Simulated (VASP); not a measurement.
Write the native input for VASP 6.6.1 that does the following.

| Property | Result |
| --- | --- |
| Task | relaxation of cell and atoms |
| Functional | PBEsol |
| Potentials or basis | VASP PAW PBE potentials, release 64 (Mg, S) |
| Cutoff | 600 eV |
| k mesh | 8 × 8 × 8 |
| Occupations | gaussian, width 0.01 eV |
| Spin | no spin polarisation |
| Target pressure | 15 GPa |
| Dipole correction | no |
| Further INCAR settings | ALGO = Normal; EDIFF = 1e-07; IBRION = 2; EDIFFG = -0.002; NSW = 100; ISIF = 3 |

The structure of MgS lies in POSCAR:

```
MgS
1.0
    0.0000000000      2.5909606437      2.5909606437
    2.5909606437      0.0000000000      2.5909606437
    2.5909606437      2.5909606437      0.0000000000
Mg S
1 1
Direct
    0.0000000000      0.0000000000      0.0000000000
    0.5000000000      0.5000000000      0.5000000000
```

The input as run:

INCAR

```
SYSTEM = MgS
ALGO     = Normal         ! electronic algorithm
EDIFF    = 1E-7           ! SCF threshold, eV
EDIFFG   = -0.002         ! ionic threshold
ENCUT    = 600            ! plane-wave cutoff, eV
GGA      = PS             ! functional
IBRION   = 2              ! ionic algorithm
ISIF     = 3              ! what is computed and relaxed
ISMEAR   = 0              ! smearing method
LASPH    = .True.         ! aspherical terms in the spheres
LCHARG   = .False.        ! write CHGCAR
LREAL    = .False.        ! projectors in reciprocal space
LWAVE    = .False.        ! write WAVECAR
NELM     = 100            ! most SCF steps
NSW      = 100            ! ionic steps
PREC     = Accurate       ! precision mode
PSTRESS  = 150.0        
SIGMA    = 0.01           ! smearing width, eV
```

KPOINTS

```
k-points
0
Gamma
  8 8 8
  0 0 0
```

Potentials or basis: VASP PAW PBE potentials, release 64 (Mg, S).

The run is started by

```bash
$ cat potpaw_PBE.64/Mg/POTCAR potpaw_PBE.64/S/POTCAR > POTCAR
$ mpirun -np 1 vasp_std > vasp.out
```

Results of the run:

```yaml
Relaxed_volume: 15.06 Å³/atom
Relaxed_cell: a = 3.492 Å, b = 3.492 Å, c = 3.492 Å, α = 60.00°, β = 60.00°, γ = 60.00°
Space_group_after_relaxing_to_0.05_Å: Fm-3m (No. 225)
Energy_change_on_relaxing_the_enthalpy_is_what_falls: +95.3 meV/atom
Ionic_steps: 6
Pressure_after_relaxing: 15.0 GPa
Band_gap_on_the_k_mesh: 3.01 eV, indirect (least direct gap 4.95 eV)
```

Caveat: the cell is relaxed towards a set pressure, so the enthalpy falls and the energy may rise; the PAW data sets were made with another functional, which shifts forces and pressure a little.

Run time: 46 s on 1 thread of Intel(R) Xeon(R) Platinum 8259CL CPU @ 2.50GHz (Skylake/Cascade Lake) (shared host), peak memory 0.18 GiB.
